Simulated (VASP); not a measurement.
Write the native input for VASP 6.6.1 that does the following.

- Task: single point
- Functional: PBEsol
- Potentials or basis: VASP PAW PBE potentials, release 64 (Cu_sv_GW, O)
- Cutoff: 610 eV
- k mesh: 11 × 11 × 1
- Occupations: gaussian, width 0.1 eV
- Spin: no spin polarisation
- Dipole correction: yes
- Further INCAR settings: ALGO = Normal; EDIFF = 1e-06; NBANDS = 60; NELMDL = -8

The structure of Cu5O lies in POSCAR:

```
Cu5O
1.0
    2.5196845177      0.0000000000      0.0000000000
    0.0000000000      2.5196845177      0.0000000000
    0.0000000000      0.0000000000     26.1267440356
Cu O
5 1
Direct
    0.5000000000      0.5000000000      0.3253371330
    0.0000000000      0.0000000000      0.3935310881
    0.5000000000      0.5000000000      0.4618701367
    0.0000000000      0.0000000000      0.5304809931
    0.5000000000      0.5000000000      0.6006026213
    0.0000000000      0.5000000000      0.6486821702
```

The input as run:

INCAR

```
ALGO = Normal ; DIPOL = 0.5 0.5 0.493
EDIFF = 1E-6 ; ENCUT = 610
GGA = PS ; GGA_COMPAT = False
IDIPOL = 3 ; ISIF = 2
ISMEAR = 0 ; LASPH = True
LCHARG = False ; LDIPOL = True
LREAL = False ; LWAVE = False
NBANDS = 60 ; NELM = 120
NELMDL = -8 ; PREC = Accurate
SIGMA = 0.1
```

KPOINTS

```
k-points
0
Gamma
  11 11 1
```

Potentials or basis: VASP PAW PBE potentials, release 64 (Cu_sv_GW, O).

Launch:

```bash
$ cat potpaw_PBE.64/Cu_sv_GW/POTCAR potpaw_PBE.64/O/POTCAR > POTCAR
$ mpirun -np 1 vasp_std > vasp.out
```

Results of the run:

```
Largest force          : 0.215 eV/Å
Band gap on the k mesh : zero (an odd number of electrons rules out a gap without spin polarisation)
```

Caveat: the PAW data sets were made with another functional, which shifts forces and pressure a little.

Run time: 23 min on 1 thread of Intel(R) Xeon(R) Platinum 8375C CPU @ 2.90GHz (Ice Lake), on a shared host, peak memory 0.53 GiB.
